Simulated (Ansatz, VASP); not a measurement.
Cs4Sn: VASP beside Ansatz

```xyz
5
Lattice="7.4681 0.0000 0.0000 0.0000 7.4681 0.0000 0.0000 0.0000 7.4681" Properties=species:S:1:pos:R:3 pbc="T T T"
Cs    0.0000    0.0000    0.0000
Cs    3.7340    0.0000    0.0000
Cs    0.0000    3.7340    0.0000
Cs    0.0000    0.0000    3.7340
Sn    3.7340    3.7340    3.7340
```

Alike in both runs: functional PBE; k mesh 4 × 4 × 4; occupations gaussian, width 0.1 eV; no spin polarisation.

Ansatz relaxed the structure, and its values are those at the end. VASP's run is a single point on that final structure, the one shown.

|  | VASP | Ansatz |
| --- | --- | --- |
| version | VASP 6.6.1 | Ansatz 0.2.0 |
| potentials or method | VASP PAW PBE potentials, release 64 (Cs_sv, Sn_d), cutoff 520 eV | scalar-relativistic, plane waves, PAW |
| valence electrons in the cell | 50 | 50 |

|  | VASP | Ansatz | Ansatz less VASP |
| --- | --- | --- | --- |
| gap on the k mesh at the Fermi level (eV) | none | none | - |
| pressure (GPa) | 0.1 | 0.1 | +0.01 |

A gap of «none» marks a metal or a gap that the smearing closes.

Spin-orbit coupling is off throughout.
